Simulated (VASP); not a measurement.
A run of VASP 6.6.1 is set up as follows.

INCAR

```
ALGO = Normal
EDIFF = 1E-8
ENCUT = 520
GGA = PS
ISIF = 2
ISMEAR = -1
LASPH = True
LCHARG = False
LEFG = True
LREAL = False
LWAVE = False
NBANDS = 25
NELM = 60
PREC = Accurate
SIGMA = 0.05
```

KPOINTS

```
k-points
0
Gamma
  8 8 9
```

POSCAR

```
Hg
1.0
    4.4946020006      0.0000000000      0.0000000000
   -2.2473010003      3.8924395124      0.0000000000
    0.0000000000      0.0000000000      3.8700000000
Hg
3
Direct
    0.3333333333      0.6666666667      0.5000000000
    0.0000000000      0.0000000000      0.0000000000
    0.6666666667      0.3333333333      0.5000000000
```

Potentials or basis: VASP PAW PBE potentials, release 64 (Hg).

The run is started by

```bash
$ cat potpaw_PBE.64/Hg/POTCAR > POTCAR
$ mpirun -np 1 vasp_std > vasp.out
```

Task: Estimate the pressure.

Result: 10.9 GPa.

Task: Estimate the band gap on the k mesh.

Result: Zero (band 18 reaches 7.42 eV, above the bottom of band 19 at 2.07 eV).

Electric field gradients, principal values (V/Å²):
| atom | least | middle | greatest (by size) |
| --- | --- | --- | --- |
| 1 Hg | -178.491 | -178.493 | 356.984 |
| 2 Hg | -16.955 | -16.956 | 33.911 |
| 3 Hg | -178.491 | -178.493 | 356.984 |

Caveat: the cell differs from its parent crystal (equal xx and yy strain of -1 %); without QUAD_EFG the Cq values of the log hold for a quadrupole moment of 1 mb, not for the nuclei; the PAW data sets were made with another functional, which shifts forces and pressure a little; spin-orbit coupling is left out, which moves the levels of the heavy elements.
